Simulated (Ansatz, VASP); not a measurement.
TiO2 in VASP and in Ansatz

Contents of INCAR:

```
PREC = Accurate
ENCUT = 520
EDIFF = 1E-8
ISMEAR = -1
SIGMA = 0.01
LREAL = False
LASPH = True
NELM = 60
ALGO = Normal
ISIF = 2
LWAVE = False
LCHARG = False
GGA = PE
LEFG = True
NBANDS = 60
```

KPOINTS

```
Automatic mesh
0
Gamma
  6 5 6
```

POSCAR

```
TiO2
1.0
    4.5453495500      0.0000000000      0.0000000000
    0.0000000000      5.5196194400      0.0000000000
    0.0000000000      0.0000000000      4.9091968600
Ti O
4 8
Direct
    0.5000000000      0.6729909300      0.7500000000
    0.0000000000      0.8270090700      0.2500000000
    0.5000000000      0.3270090700      0.2500000000
    0.0000000000      0.1729909300      0.7500000000
    0.7285493800      0.6182753600      0.0813509200
    0.2285493800      0.8817246400      0.9186490800
    0.7714506200      0.8817246400      0.5813509200
    0.2714506200      0.6182753600      0.4186490800
    0.7285493800      0.3817246400      0.5813509200
    0.2285493800      0.1182753600      0.4186490800
    0.7714506200      0.1182753600      0.0813509200
    0.2714506200      0.3817246400      0.9186490800
```

Input for Ansatz:

```yaml
crystal:
  lattice:
    - [4.54534955, 0.0, 0.0]
    - [0.0, 5.51961944, 0.0]
    - [0.0, 0.0, 4.90919686]
  atoms:
    - { symbol: Ti, position: [0.5, 0.67299093, 0.75] }
    - { symbol: Ti, position: [0.0, 0.82700907, 0.25] }
    - { symbol: Ti, position: [0.5, 0.32700907, 0.25] }
    - { symbol: Ti, position: [0.0, 0.17299093, 0.75] }
    - { symbol: O, position: [0.72854938, 0.61827536, 0.08135092] }
    - { symbol: O, position: [0.22854938, 0.88172464, 0.91864908] }
    - { symbol: O, position: [0.77145062, 0.88172464, 0.58135092] }
    - { symbol: O, position: [0.27145062, 0.61827536, 0.41864908] }
    - { symbol: O, position: [0.72854938, 0.38172464, 0.58135092] }
    - { symbol: O, position: [0.22854938, 0.11827536, 0.41864908] }
    - { symbol: O, position: [0.77145062, 0.11827536, 0.08135092] }
    - { symbol: O, position: [0.27145062, 0.38172464, 0.91864908] }
kpoints:
  mp_grid: { grid: [6, 5, 6] }
scf:
  occupations: { method: fermi_dirac, width: 0.01 }
hamiltonian:
  xc: pbe
  pseudopotentials: { kind: paw }
output:
  forces: true
  stress: true
  populations: true
  efg:
    quadrupole_moments_barn: { Ti: 0.247, O: -0.02558 }
    contact_densities: true
  write_density: true
  write_potential: true
  elf: true
  volumetric_format: npy
```

Alike in both runs: task electric field gradients; functional PBE; k mesh 6 × 5 × 6; occupations fermi-dirac, width 0.01 eV; no spin polarisation.

```csv
,VASP,Ansatz
version,VASP 6.6.1,Ansatz 0.2.0
potentials or method,"VASP PAW PBE potentials, release 64 (Ti_sv, O)","plane-wave PAW, scalar-relativistic"
plane-wave cutoff (eV),520,420
valence electrons in the cell,96,96
```

|  | VASP | Ansatz | Ansatz less VASP |
| --- | --- | --- | --- |
| gap on the k mesh at the Fermi level (eV) | 2.60 | 2.62 | +0.022 |
| pressure (GPa) | 4.8 | 4.1 | -0.72 |
| rms of the force components (eV/Å) | 0.036 | 0.049 | +0.0133 |
| size of Vzz on the site where it differs most (V/Å²) | 25.8 | 27.4 | +1.59 |

Atom by atom the forces differ by 0.016 eV/Å (rms over components).
